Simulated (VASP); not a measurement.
Input of a VASP 6.6.1 run:

The input POSCAR:

```
Al
1.0
   -2.8221979689      0.0000000000      0.0000000000
   -1.4110989845     -2.4440951356      0.0000000000
    0.0000000000      0.0000000000     18.5241186883
Al
8
Direct
    1.0000000000      1.0000000000      0.0000000000
    1.0000000000      1.0000000000      0.5000000000
    0.3333333333      0.3333333333      0.1250000000
    0.3333333333      0.3333333333      0.6250000000
    1.0000000000      1.0000000000      0.2500000000
    1.0000000000      1.0000000000      0.7500000000
    0.6666666667      0.6666666667      0.3750000000
    0.6666666667      0.6666666667      0.8750000000
```

Contents of INCAR.step1:

```
SYSTEM = Al
ALGO = Normal ; EDIFF = 1E-4
ENCUT = 520 ; GGA = PE
ISMEAR = 0 ; LASPH = .TRUE.
LCHARG = .FALSE. ; LREAL = .FALSE.
LWAVE = .TRUE. ; NBANDS = 22
NELM = 80 ; PREC = Accurate
SIGMA = 0.15
```

INCAR.step2

```
SYSTEM = Al
ALGO = Normal ; EDIFF = 1E-6
ENCUT = 520 ; ISIF = 2
ISMEAR = 0 ; ISTART = 1
LASPH = .TRUE. ; LCHARG = .FALSE.
LMIXTAU = .TRUE. ; LREAL = .FALSE.
LWAVE = .FALSE. ; METAGGA = R2SCAN
NBANDS = 22 ; NELM = 80
PREC = Accurate ; SIGMA = 0.15
```

Contents of KPOINTS:

```
k-points
0
G
  19 19 3
  0 0 0
```

Potentials or basis: VASP PAW PBE potentials, release 64 (Al).

Run with:

```bash
$ cat potpaw_PBE.64/Al/POTCAR > POTCAR
$ cp INCAR.step1 INCAR
$ mpirun -np 1 vasp_std > vasp.out
$ cp INCAR.step2 INCAR
$ mpirun -np 1 vasp_std > vasp.out
```

(1) Estimate the band gap on the k mesh.

(2) What does it give for the pressure?

Answers

(1) zero (bands 12 and 13 overlap by 5.81 eV).

(2) -0.3 GPa.

Caveat: the PAW data sets were made with another functional, which shifts forces and pressure a little.
